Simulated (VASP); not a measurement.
Input of a VASP 6.6.1 run:

The input INCAR:

```
PREC     = Accurate       # precision mode
ENCUT    = 500            # plane-wave cutoff, eV
EDIFF    = 1E-6           # SCF threshold, eV
ISMEAR   = -1             # smearing method
SIGMA    = 0.01           # smearing width, eV
LREAL    = F              # projectors in reciprocal space
LASPH    = T              # aspherical terms in the spheres
NELM     = 120            # most SCF steps
ALGO     = Normal         # electronic algorithm
ISIF     = 2              # what is computed and relaxed
LWAVE    = F              # write WAVECAR
LCHARG   = F              # write CHGCAR
GGA      = PE             # functional
NBANDS   = 50             # bands
GGA_COMPAT= F
```

File KPOINTS:

```
regular mesh
0
Gamma
  1 2 2
```

Contents of POSCAR:

```
SnSe
1.0
   11.8119576400      0.0000000000      0.0000000000
    0.0000000000      4.2079843500      0.0000000000
    0.0000000000      0.0000000000      4.5586164450
Sn Se
4 4
Direct
    0.6209757162      0.7170297011      0.3642796118
    0.8797419303      0.2242058462      0.8694220158
    0.3790242838      0.2829702989      0.6357203882
    0.1202580697      0.7757941538      0.1305779842
    0.1439969097      0.2894818678      0.5413432679
    0.6442576199      0.2039316150      0.9520282054
    0.3557423801      0.7960683850      0.0479717946
    0.8560030903      0.7105181322      0.4586567321
```

Potentials or basis: VASP PAW PBE potentials, release 64 (Sn_d, Se).

The run is started by

```bash
$ cat potpaw_PBE.64/Sn_d/POTCAR potpaw_PBE.64/Se/POTCAR > POTCAR
$ mpirun -np 1 vasp_std > vasp.out
```

(1) Predict the pressure.

(2) Predict the band gap on the k mesh.

(3) Predict the largest force.

Answers

(1) 0.7 GPa.

(2) 1.02 eV (least direct gap 1.28 eV).

(3) 0.880 eV/Å.

Caveat: the k points lie up to 0.75 Å⁻¹ apart; spin-orbit coupling is left out, which moves the levels of the heavy elements.
